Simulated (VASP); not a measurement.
SrCd:

```xyz
2
Lattice="4.0030 0.0000 0.0000 0.0000 4.0030 0.0000 0.0000 0.0000 4.0030" Properties=species:S:1:pos:R:3 pbc="T T T"
Sr    2.0015    2.0015    2.0015
Cd    0.0000    0.0000    0.0000
```

* Program: VASP 6.6.1
* Task: relaxation of cell and atoms
* Functional: LDA
* Potentials or basis: VASP PAW LDA potentials, release 64 (Sr_sv, Cd)
* Cutoff: 600 eV
* k mesh: 12 × 12 × 12
* Occupations: methfessel-paxton, width 0.05 eV
* Spin: no spin polarisation

At the start: pressure -2.1 GPa; volume 32.07 Å³/atom.

Task: Where does the relaxation end?

Result: Over 3 steps the energy falls by 17.1 meV/atom and the volume is 29.67 Å³/atom (-7.5 %); space group Pm-3m (No. 221, to 0.1 Å) before and after.

The path:
```
step  energy change (eV)  largest force (eV/Å)  pressure (GPa)  volume (Å³)
   1              0.0000                0.0000           -2.08        64.14
   2             -0.0323                0.0000           -0.54        60.35
   3             -0.0341                0.0000           -0.03        59.34
```

Final structure:
```yaml
crystal:
  lattice:
    - [3.90056, 0.00000, 0.00000]
    - [0.00000, 3.90056, 0.00000]
    - [0.00000, 0.00000, 3.90056]
  atoms:
    - { symbol: Sr, position: [0.50000, 0.50000, 0.50000] }
    - { symbol: Cd, position: [0.00000, 0.00000, 0.00000] }
```
